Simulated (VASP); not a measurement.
Set up this calculation in VASP 6.6.1, as the native input.

```
Task                   : relaxation of cell and atoms
Functional             : PBE
Potentials or basis    : VASP PAW PBE potentials, release 64 (Ag, S, Tl_d)
Cutoff                 : 600 eV
k mesh                 : 6 × 6 × 4
Occupations            : fermi-dirac, width 0.02 eV
Spin                   : no spin polarisation
Dipole correction      : no
Further INCAR settings : ALGO = Normal; EDIFF = 1e-07; IBRION = 2; EDIFFG = -0.005; NSW = 80; ISIF = 3
```

The structure of TlAgS2 lies in POSCAR:

```
TlAgS2
1.0
    3.9641725501      0.0000000000      0.0000000000
    0.0000000000      3.9641725501      0.0000000000
    0.0000000000      0.0000000000      5.6061865839
Ag S Tl
1 2 1
Direct
    0.0000000000      0.0000000000      0.0000000000
    0.0000000000      0.5000000000      0.2500000000
    0.5000000000      0.0000000000      0.7500000000
    0.5000000000      0.5000000000      0.5000000000
```

These files were run (other wordings do the same):

INCAR

```
PREC = Accurate ; ENCUT = 600
EDIFF = 1E-7 ; ISMEAR = -1
SIGMA = 0.02 ; LREAL = F
LASPH = T ; NELM = 100
ALGO = Normal ; ISIF = 3
LWAVE = F ; LCHARG = F
GGA = PE ; IBRION = 2
NSW = 80 ; EDIFFG = -0.005
```

KPOINTS

```
Automatic mesh
0
Gamma
  6 6 4
```

Potentials or basis: VASP PAW PBE potentials, release 64 (Ag, S, Tl_d).

Run with:

```bash
$ cat potpaw_PBE.64/Ag/POTCAR potpaw_PBE.64/S/POTCAR potpaw_PBE.64/Tl_d/POTCAR > POTCAR
$ mpirun -np 1 vasp_std > vasp.out
```

It gave:

```yaml
Relaxed_volume: 26.42 Å³/atom
Relaxed_cell: a = 4.198 Å, b = 4.198 Å, c = 5.995 Å, α = 90.00°, β = 90.00°, γ = 90.00°
Space_group_after_relaxing_to_0.1_Å: P-4m2 (No. 115)
Energy_gained_by_relaxing: 173.7 meV/atom
Ionic_steps: 9
Pressure_after_relaxing: 0.0 GPa
Band_gap_on_the_k_mesh: zero (filled and empty bands touch)
```

Caveat: the volume moved by over 15 % at a fixed basis, so the end points are rough; spin-orbit coupling is left out, which moves the levels of the heavy elements.

It took 4.7 min on 1 thread of Oxide Virtual Turin-like Processor, on a shared host, peak memory 0.24 GiB.
